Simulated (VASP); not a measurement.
# SnO2: single point with LDA

SnO2:

```xyz
6
Lattice="4.2802 0.0000 0.0000 0.0000 4.5467 0.0000 0.0000 0.0000 3.0714" Properties=species:S:1:pos:R:3 pbc="T T T"
Sn    2.1401    2.2734    1.5357
Sn    0.0000    0.0000    0.0000
O     1.0830    1.6117    0.0000
O     3.2231    0.6617    1.5357
O     1.0571    3.8850    1.5357
O     3.1972    2.9350    0.0000
```

```
Program             : VASP 6.6.1
Task                : single point
Functional          : LDA
Potentials or basis : VASP PAW LDA potentials, release 64 (Sn_d, O)
Cutoff              : 520 eV
k mesh              : 6 × 6 × 10
Occupations         : gaussian, width 0.05 eV
Spin                : no spin polarisation
```

| Item | Value |
| --- | --- |
| Pressure | 45.9 GPa |
| Largest force | 0.032 eV/Å |
| Band gap on the k mesh | 3.31 eV, indirect (least direct gap 3.39 eV) |

Forces on the atoms (eV/Å):
```
Sn   0.000  0.000  0.000
Sn   0.000  0.000  0.000
O   -0.029  0.015  0.000
O   -0.029 -0.015  0.000
O    0.029  0.015  0.000
O    0.029 -0.015  0.000
```

Stress tensor (GPa, compression positive):
```
47.07  0.00  0.00
 0.00 45.28  0.00
 0.00  0.00 45.40
```

Levels at points of the mesh, in eV from the valence-band top:
| k point | band 24 | band 25 | band 26 | band 27 | band 28 | band 29 |
| --- | --- | --- | --- | --- | --- | --- |
| (0.00, 0.00, 0.00) | -0.32 | -0.27 | -0.08 | 3.30 | 7.04 | 7.05 |
| (0.50, 0.00, 0.00) | -0.90 | -0.06 | -0.06 | 5.81 | 5.81 | 7.02 |
| (0.00, 0.50, 0.00) | -0.73 | -0.20 | -0.20 | 6.46 | 6.46 | 8.72 |
| (0.50, 0.50, 0.00) | -1.04 | -0.16 | -0.16 | 6.86 | 6.86 | 8.08 |
| (0.00, 0.00, 0.50) | -1.88 | -0.48 | -0.48 | 8.00 | 8.00 | 10.93 |
| (0.50, 0.00, 0.50) | -0.44 | -0.41 | -0.41 | 8.47 | 8.47 | 9.90 |
| (0.00, 0.50, 0.50) | -0.69 | 0.00 | 0.00 | 8.16 | 8.16 | 9.09 |
| (0.50, 0.50, 0.50) | -1.09 | -0.31 | -0.31 | 6.75 | 6.75 | 9.74 |

Wall time 2.4 min on 1 thread of Intel Xeon 6975P-C (shared host), peak memory 0.26 GiB.

Caveat: spin-orbit coupling is left out, which moves the levels of the heavy elements. A k mesh can miss the band edges.
